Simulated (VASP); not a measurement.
Wanted: the native input for a VASP 6.6.1 run.

```
Task                   : relaxation of cell and atoms
Functional             : r2SCAN
Potentials or basis    : VASP PAW PBE potentials, release 64 (Mo_sv)
Cutoff                 : 600 eV
k mesh                 : 8 × 8 × 8
Occupations            : gaussian, width 0.1 eV
Spin                   : no spin polarisation
Target pressure        : 22 GPa
Dipole correction      : no
Further INCAR settings : ALGO = Normal; EDIFF = 1e-07; IBRION = 2; EDIFFG = -0.05; NSW = 80; ISIF = 3
```

Mo:

```
Mo
1.0
    -1.57342    1.57342    1.57342
     1.57342   -1.57342    1.57342
     1.57342    1.57342   -1.57342
Mo
1
Direct
  0.00000 0.00000 0.00000
```

The input as run:

POSCAR

```
Mo
1.0
   -1.5734150000      1.5734150000      1.5734150000
    1.5734150000     -1.5734150000      1.5734150000
    1.5734150000      1.5734150000     -1.5734150000
Mo
1
Direct
    0.0000000000      0.0000000000      0.0000000000
```

INCAR.step1

```
SYSTEM = Mo
  PREC = Accurate
  ENCUT = 600
  ISMEAR = 0
  SIGMA = 0.1
  LREAL = .False.
  LASPH = .True.
  NELM = 60
  GGA = PE
  ALGO = Normal
  EDIFF = 1E-4
  LWAVE = .True.
  LCHARG = .False.
```

INCAR.step2

```
SYSTEM = Mo
  PREC = Accurate
  ENCUT = 600
  EDIFF = 1E-7
  ISMEAR = 0
  SIGMA = 0.1
  LREAL = .False.
  LASPH = .True.
  NELM = 60
  ALGO = Normal
  ISIF = 3
  LWAVE = .False.
  LCHARG = .False.
  METAGGA = R2SCAN
  LMIXTAU = .True.
  IBRION = 2
  NSW = 80
  EDIFFG = -0.05
  PSTRESS = 220.0
  ISTART = 1
```

KPOINTS

```
Automatic mesh
0
Gamma
  8 8 8
  0 0 0
```

Potentials or basis: VASP PAW PBE potentials, release 64 (Mo_sv).

Command:

```bash
$ cat potpaw_PBE.64/Mo_sv/POTCAR > POTCAR
$ cp INCAR.step1 INCAR
$ mpirun -np 1 vasp_std > vasp.out
$ cp INCAR.step2 INCAR
$ mpirun -np 1 vasp_std > vasp.out
```

It gave:

```json
{
  "Relaxed volume": "14.68 Å³/atom",
  "Relaxed cell": "a = 2.672 Å, b = 2.672 Å, c = 2.672 Å, α = 109.47°, β = 109.47°, γ = 109.47°",
  "Space group after relaxing (to 0.05 Å)": "Im-3m (No. 229)",
  "Energy change on relaxing (the enthalpy is what falls)": "+67.0 meV/atom",
  "Ionic steps": "4",
  "Pressure after relaxing": "21.7 GPa",
  "Band gap on the k mesh": "zero (band 7 reaches 18.11 eV, above the bottom of band 8 at 12.04 eV)"
}
```

Caveat: the cell is relaxed towards a set pressure, so the enthalpy falls and the energy may rise; the PAW data sets were made with another functional, which shifts forces and pressure a little.

It took 41 s on 1 thread of Intel(R) Xeon(R) 6975P-C (Granite Rapids) (shared host), peak memory 0.15 GiB.
